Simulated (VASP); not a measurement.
# MnBi3Rh (Cmmm) in VASP: single point with PBE

Aim: the single point of MnBi3Rh with PBE.

Everything below comes from runs of VASP 6.6.1. Logs are shortened: lines on timing, memory, paths and dates and some standing lists are left out, and cuts for length are marked.

### Step 1. The cell of the first run

The structure is orthorhombic, space group Cmmm (No. 65). Conventional cell: a = 9.168 Å, b = 13.661 Å, c = 4.072 Å, α = 90.00°, β = 90.00°, γ = 90.00°. Mn (site symmetry mmm) has 4 Rh at 2.79 Å and 8 Bi at 2.91 to 3.35 Å within 3.7 Å. Within 3.5 Å of Mn (site symmetry mmm) lie 2 Rh at 2.68 Å and 8 Bi at 3.15 Å. Rh (site symmetry 2mm) has 3 Mn at 2.68 to 2.79 Å and 6 Bi at 2.83 Å within 3.5 Å. Bi (site symmetry m2m) has 2 Rh at 2.83 Å and 2 Mn at 2.91 Å and 4 Bi at 3.56 Å within 3.7 Å. Within 3.7 Å of Bi (site symmetry m) lie 2 Rh at 2.83 Å and 3 Mn at 3.15 to 3.35 Å and 5 Bi at 3.39 to 3.64 Å.

### Step 2. Single point, PBE, collinear spin, ferromagnetic start

Input file INCAR:

```
PREC = Accurate
ENCUT = 520
EDIFF = 1E-6
ISMEAR = 0
SIGMA = 0.05
LREAL = False
LASPH = True
NELM = 150
ALGO = Normal
ISIF = 2
LWAVE = False
LCHARG = False
ISPIN = 2
MAGMOM = 3.5 3.5 0 0 0 0 0 0 0 0
LORBIT = 11
LMAXMIX = 4
GGA = PE
NBANDS = 88
KPAR = 4
```

Input file KPOINTS:

```
regular mesh
0
Gamma
  4 4 6
```

Input file POSCAR:

```
MnBi3Rh
1.0
    4.5840439745     -6.8302794323      0.0000000000
    4.5840439745      6.8302794323      0.0000000000
    0.0000000000      0.0000000000      4.0723068920
Mn Rh Bi
2 2 6
Direct
    0.5000000000      0.5000000000      0.5000000000
    0.0000000000      0.0000000000      0.0000000000
    0.2919934198      0.2919934198      0.0000000000
    0.7080065802      0.7080065802      0.0000000000
    0.6526058861      0.3473941139      0.0000000000
    0.3473941139      0.6526058861      0.0000000000
    0.0605215350      0.3091573186      0.5000000000
    0.9394784650      0.6908426814      0.5000000000
    0.3091573186      0.0605215350      0.5000000000
    0.6908426814      0.9394784650      0.5000000000
```

Potentials or basis: VASP PAW PBE potentials, release 64 (Mn_pv, Rh_pv, Bi_d).

Run with:

```
$ cat potpaw_PBE.64/Mn_pv/POTCAR potpaw_PBE.64/Rh_pv/POTCAR potpaw_PBE.64/Bi_d/POTCAR > POTCAR
$ mpirun -np 4 vasp_std > vasp.out
```

OUTCAR:

```text
PREC = Accurate
   ENCUT = 520
   EDIFF = 1E-6
   ISMEAR = 0
   LREAL = False
   LASPH = True
   NELM = 150
   ISIF = 2
   ISPIN = 2
   LORBIT = 11
   GGA = PE

 ion  position               nearest neighbor table
   1  0.500  0.500  0.500-   3 2.79   4 2.79   3 2.79   4 2.79   5 2.91   6 2.91   5 2.91   6 2.91
                             7 3.35   8 3.35   9 3.35  10 3.35
   2  0.000  0.000  0.000-   3 2.68   4 2.68   7 3.15   8 3.15   9 3.15  10 3.15   7 3.15   8 3.15
                             9 3.15  10 3.15
   3  0.292  0.292  0.000-   2 2.68   1 2.79   1 2.79   6 2.83   5 2.83   9 2.83   7 2.83   7 2.83
                             9 2.83
   4  0.708  0.708  0.000-   2 2.68   1 2.79   1 2.79   6 2.83   5 2.83  10 2.83   8 2.83   8 2.83
                            10 2.83
   5  0.653  0.347  0.000-   3 2.83   4 2.83   1 2.91   1 2.91   9 3.56   8 3.56   8 3.56   9 3.56

   6  0.347  0.653  0.000-   3 2.83   4 2.83   1 2.91   1 2.91  10 3.56   7 3.56   7 3.56  10 3.56

   7  0.061  0.309  0.500-   3 2.83   3 2.83   2 3.15   2 3.15   1 3.35  10 3.39   9 3.40   6 3.56
                             6 3.56   8 3.64
   8  0.939  0.691  0.500-   4 2.83   4 2.83   2 3.15   2 3.15   1 3.35   9 3.39  10 3.40   5 3.56
                             5 3.56   7 3.64
   9  0.309  0.061  0.500-   3 2.83   3 2.83   2 3.15   2 3.15   1 3.35   8 3.39   7 3.40   5 3.56
                             5 3.56  10 3.64
  10  0.691  0.939  0.500-   4 2.83   4 2.83   2 3.15   2 3.15   1 3.35   7 3.39   8 3.40   6 3.56
                             6 3.56   9 3.64

  LATTYP: Found a base centered orthorhombic cell.
 ALAT       =     9.1680879490
 B/A-ratio  =     1.4900117604
 C/A-ratio  =     0.4441827909

  Lattice vectors:

 A1 = (   4.5840439745,  -6.8302794323,   0.0000000000)
 A2 = (   4.5840439745,   6.8302794323,   0.0000000000)
 A3 = (   0.0000000000,   0.0000000000,   4.0723068920)

Analysis of symmetry for initial positions (statically):
=====================================================================
 Subroutine PRICEL returns:
 Original cell was already a primitive cell.

 Routine SETGRP: Setting up the symmetry group for a
 base centered orthorhombic supercell.

 Subroutine GETGRP returns: Found  8 space group operations
 (whereof  8 operations were pure point group operations)
 out of a pool of  8 trial point group operations.

The static configuration has the point symmetry D_2h.

Analysis of symmetry for dynamics (positions and initial velocities):
=====================================================================
 Subroutine PRICEL returns:
 Original cell was already a primitive cell.

 Routine SETGRP: Setting up the symmetry group for a
 base centered orthorhombic supercell.

 Subroutine GETGRP returns: Found  8 space group operations
 (whereof  8 operations were pure point group operations)
 out of a pool of  8 trial point group operations.

The dynamic configuration has the point symmetry D_2h.

Analysis of structural, dynamic, and magnetic symmetry:
=====================================================================
 Subroutine PRICEL returns:
 Original cell was already a primitive cell.

 Routine SETGRP: Setting up the symmetry group for a
 base centered orthorhombic supercell.

 Subroutine GETGRP returns: Found  8 space group operations
 (whereof  8 operations were pure point group operations)
 out of a pool of  8 trial point group operations.

The overall configuration has the point symmetry D_2h.

 Subroutine INISYM returns: Found  8 space group operations
 (whereof  8 operations are pure point group operations),
 and found     1 'primitive' translations

----------------------------------------------------------------------------------------

                                     Primitive cell

  volume of cell :     255.0103

  direct lattice vectors                    reciprocal lattice vectors
     4.584043975 -6.830279432  0.000000000     0.109073997 -0.073203447  0.000000000
     4.584043975  6.830279432  0.000000000     0.109073997  0.073203447  0.000000000
     0.000000000  0.000000000  4.072306892     0.000000000  0.000000000  0.245561061

  length of vectors
     8.225945312  8.225945312  4.072306892     0.131361644  0.131361644  0.245561061

  position of ions in fractional coordinates (direct lattice)
[... 89 lines left out ...]
   ISPIN  =      2    spin polarized calculation?
   LNONCOLLINEAR =      F non collinear calculations
   LSORBIT =      F    spin-orbit coupling
   LASPH  =      T    aspherical Exc in radial PAW
   ENCUT  =  520.0 eV  38.22 Ry    6.18 a.u.  15.29 15.29  7.57*2*pi/ulx,y,z
   NELM   =    150;   NELMIN=  2; NELMDL= -5     # of ELM steps
   EDIFF  = 0.1E-05   stopping-criterion for ELM
   LREAL  =      F    real-space projection
   EDIFFG = 0.1E-04   stopping-criterion for IOM
   NSW    =      0    number of steps for IOM
   IBRION =     -1    ionic relax: 0-MD 1-quasi-New 2-CG
   NFREE  =      0    steps in history (QN), initial steepest desc. (CG)
   ISIF   =      2    stress and relaxation
   ISYM   =      2    0-nonsym 1-usesym 2-fastsym
   POTIM  = 0.5000    time-step for ionic-motion
   TEBEG  =    0.0;   TEEND  =   0.0 temperature during run
   PSTRESS=    0.0 pullay stress
   NELECT =     146.0000    total number of electrons
   NUPDOWN=      -1.0000    fix difference up-down
   EMIN   =  10.00;   EMAX   =-10.00  energy-range for DOS
   EFERMI =   0.00;   METHOD = LEGACY
   ISMEAR =     0;   SIGMA  =   0.05  broadening in eV -4-tet -1-fermi 0-gaus
   EFERMI_NEDOS =   21; number of points for ismear=-14 and -15
   IALGO  =     38    algorithm
   IMIX   =      4    mixing-type and parameters
     AMIX     =   0.40;   BMIX     =  1.00
     AMIX_MAG =   1.60;   BMIX_MAG =  1.00
  volume/ion in A,a.u.               =      25.50       172.09
  Fermi-wavevector in a.u.,A,eV,Ry     =   1.359377  2.568850 25.142280  1.847905
  Thomas-Fermi vector in A             =   2.486130
   LORBIT       =     11    0 simple, 1 ext, 2 COOP (PROOUT), +10 PAW based schemes
   GGA     = PE    functional components
   LHFCALC =     F    Hartree Fock is set to
   AEXX    =    0.0000 exact exchange contribution
   IVDW    =     0    specifies the selected vdW correction
   LEPSILON=     F    determine dielectric tensor
   LRPA    =     F    only Hartree local field effects (RPA)
 spin polarized calculation
 Gauss-broadening in eV      SIGMA  =   0.05
  energy-cutoff  :      520.00
  volume of cell :      255.01
 maximum number of plane-waves:      6892
 NGX is ok and might be reduce to    64
   NGX = 31   NGY = 31   NGZ = 15

 number of electron     146.0000023 magnetization       7.5190411

 Free energy of the ion-electron system (eV)
  ---------------------------------------------------
  ext. energy  EPLUGINS =         0.00000000
  ---------------------------------------------------
  free energy    TOTEN  =       -56.44963453 eV

  energy without entropy =      -56.44375820  energy(sigma->0) =      -56.44669637

 E-fermi :   7.6904     XC(G=0): -10.5747

 val. band max:        7.6728750438   @ k =   0.5000   0.5000   0.3333
 cond. band min:       7.6933843971   @ k =   0.5000  -0.0000   0.1667
 fundamental gap:      0.0205093532
 Fermi energy:         7.6904053328

 spin component 1

 k-point     1 :       0.0000    0.0000    0.0000
  band No.  band energies     occupation
      1     -42.7444      1.00000
      2     -42.6115      1.00000
      3     -42.5091      1.00000
      4     -42.1746      1.00000
      5     -42.1209      1.00000
      6     -41.9655      1.00000
[... 2101 lines left out ...]
     84      10.1783      0.00000
     85      10.6605      0.00000

 [... further k-points ...]

 spin component 2

 k-point     1 :       0.0000    0.0000    0.0000
  band No.  band energies     occupation
      1     -38.5484      1.00000
      2     -38.5132      1.00000
      3     -38.4992      1.00000
      4     -38.4846      1.00000
      5     -38.4788      1.00000
      6     -38.4609      1.00000
[... 2101 lines left out ...]
     84      10.7508      0.00000
     85      11.2717      0.00000

 [... further k-points ...]

 [bands above 85 left out]

------------------------ aborting loop because EDIFF is reached ----------------------------------------

  FORCE on cell =-STRESS in cart. coord.  units (eV):
  Direction    XX          YY          ZZ          XY          YZ          ZX
  --------------------------------------------------------------------------------------
  -------------------------------------------------------------------------------------
  Total        0.0396751     -0.0549750      0.2489299     -0.0000000      0.0000000      0.0000000
  in kB        0.2492704     -0.3453964      1.5639753     -0.0000000      0.0000000      0.0000000
  external PRESSURE =       0.4892831 kB  Pullay stress =       0.0000000 kB

 VOLUME and BASIS-vectors are now :
 -----------------------------------------------------------------------------
  energy-cutoff  :      520.00
  volume of cell :      255.01
      direct lattice vectors                 reciprocal lattice vectors
     4.584043975 -6.830279432  0.000000000     0.109073997 -0.073203447  0.000000000
     4.584043975  6.830279432  0.000000000     0.109073997  0.073203447  0.000000000
     0.000000000  0.000000000  4.072306892     0.000000000  0.000000000  0.245561061

 POSITION                                       TOTAL-FORCE (eV/Angst)
 -----------------------------------------------------------------------------------
      4.58404      0.00000      2.03615         0.000000     -0.000000      0.000000
      0.00000      0.00000      0.00000         0.000000     -0.000000      0.000000
      2.67702      0.00000      0.00000         0.012350     -0.000000      0.000000
      6.49107      0.00000      0.00000        -0.012350     -0.000000      0.000000
      4.58404     -2.08468      0.00000         0.000000     -0.026109      0.000000
      4.58404      2.08468      0.00000         0.000000      0.026109      0.000000
      1.69462      1.69825      2.03615        -0.011104      0.006415      0.000000
      7.47346     -1.69825      2.03615         0.011104     -0.006415     -0.000000
      1.69462     -1.69825      2.03615        -0.011104     -0.006415      0.000000
      7.47346      1.69825      2.03615         0.011104      0.006415      0.000000
 -----------------------------------------------------------------------------------
    total drift:                                0.000000      0.000000      0.000000

  FREE ENERGIE OF THE ION-ELECTRON SYSTEM (eV)
  ---------------------------------------------------
  free  energy   TOTEN  =       -56.4496345315 eV

  energy  without entropy=      -56.4437581997  energy(sigma->0) =      -56.44669637

 total charge

# of ion       s       p       d       tot
------------------------------------------
    1        0.272   6.210   4.993  11.476
    2        0.280   6.179   4.935  11.394
    3        0.351   6.240   7.266  13.857
    4        0.351   6.240   7.266  13.857
    5        1.515   1.379   9.927  12.820
    6        1.515   1.379   9.927  12.820
    7        1.528   1.331   9.931  12.789
    8        1.528   1.331   9.931  12.789
    9        1.528   1.331   9.931  12.789
   10        1.528   1.331   9.931  12.789
--------------------------------------------------
tot         10.397  32.949  84.035 127.382

 magnetization (x)

# of ion       s       p       d       tot
------------------------------------------
    1        0.032   0.027   3.401   3.460
    2        0.045   0.026   3.881   3.952
    3       -0.007  -0.007   0.134   0.121
    4       -0.007  -0.007   0.134   0.121
    5        0.000  -0.101   0.003  -0.097
    6        0.000  -0.101   0.003  -0.097
    7       -0.000  -0.043   0.001  -0.042
    8       -0.000  -0.043   0.001  -0.042
    9       -0.000  -0.043   0.001  -0.042
   10       -0.000  -0.043   0.001  -0.042
--------------------------------------------------
tot          0.064  -0.332   7.560   7.292
```

It took 5.7 min on 4 MPI ranks of Intel Xeon Platinum 8488C (Sapphire Rapids), shared host; peak memory 1 GiB.

What came out:

```
Free energy                                           : -56.4496 eV
Pressure                                              : 0.0 GPa
Largest force                                         : 0.026 eV/Å
Net moment                                            : 7.52 μB per cell
Site moments                                          : Mn +3.46, +3.95; Rh +0.12; Bi -0.10, -0.04 (each value once) μB
Valence electrons inside the program's atomic spheres : Mn 11.48, 11.39; Rh 13.86; Bi 12.82, 12.79 (each value once)
```

Forces in eV/Å, atoms in the order of the input:
```
Mn   0.000  0.000  0.000
Mn   0.000  0.000  0.000
Rh   0.012  0.000  0.000
Rh  -0.012  0.000  0.000
Bi   0.000 -0.026  0.000
Bi   0.000  0.026  0.000
Bi  -0.011  0.006  0.000
Bi   0.011 -0.006  0.000
Bi  -0.011 -0.006  0.000
Bi   0.011  0.006  0.000
```

Caveat: spin-orbit coupling is left out, which moves the levels of the heavy elements.
